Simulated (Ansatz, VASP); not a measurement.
One calculation of N, two programs

INCAR

```
SYSTEM = N
  PREC = Accurate
  ENCUT = 520
  EDIFF = 1E-7
  ISMEAR = 0
  SIGMA = 0.01
  LREAL = .False.
  LASPH = .True.
  NELM = 80
  ALGO = Normal
  ISIF = 2
  LWAVE = .False.
  LCHARG = .False.
  GGA = PS
  IBRION = 2
  NSW = 100
  EDIFFG = -0.002
```

KPOINTS

```
Automatic mesh
0
Gamma
  6 6 4
  0 0 0
```

POSCAR

```
N
1.0
    4.4018349486      0.0000000000      0.0000000000
    0.0000000000      4.4018349486      0.0000000000
    0.0000000000      0.0000000000      5.7162924697
N
4
Direct
    0.9122583462      0.9122583462      0.0000000000
    0.5877416538      0.4122583462      0.5000000000
    0.0877416538      0.0877416538      0.0000000000
    0.4122583462      0.5877416538      0.5000000000
```

Input for Ansatz:

```yaml
crystal:
  lattice:
    - [4.40183494864, 0.0, 0.0]
    - [0.0, 4.40183494864, 0.0]
    - [0.0, 0.0, 5.71629246966]
  atoms:
    - { symbol: "N", position: [0.912258346174, 0.912258346174, 0.0] }
    - { symbol: "N", position: [0.587741653826, 0.412258346174, 0.5] }
    - { symbol: "N", position: [0.087741653826, 0.087741653826, 0.0] }
    - { symbol: "N", position: [0.412258346174, 0.587741653826, 0.5] }
kpoints:
  mp_grid: { grid: [6, 6, 4] }
scf:
  occupations: { method: fixed }
hamiltonian:
  xc: pbesol
  pseudopotentials: { kind: paw }
relax:
  f_tol: 0.002
  max_steps: 80
output:
  forces: true
  stress: true
  write_density: true
  write_potential: true
  elf: true
  volumetric_format: npy
```

Change from the starting cell: volume scaled by 0.980, atoms relaxed by PAW.

Alike in both runs: task relaxation of the atoms; functional PBEsol; k mesh 6 × 6 × 4; no spin polarisation.

|  | VASP | Ansatz |
| --- | --- | --- |
| version | VASP 6.6.1 | Ansatz 0.2.0 |
| potentials or method | VASP PAW PBE potentials, release 64 (N) | PAW with Ansatz's default frozen-core files, scalar-relativistic |
| plane-wave cutoff (eV) | 520 | 420 |
| occupations | gaussian, width 0.01 eV | fixed |
| valence electrons in the cell | 20 | 20 |

|  | VASP | Ansatz | Ansatz less VASP |
| --- | --- | --- | --- |
| gap on the k mesh at the Fermi level, each at its own relaxed structure (eV) | 7.17 | 7.35 | +0.176 |

VASP's potentials were made for PBE, not for PBEsol. Ansatz's warnings: stress scf threshold loose.

Noted on VASP's run: the standard files for N, O and F lose accuracy on very short bonds.
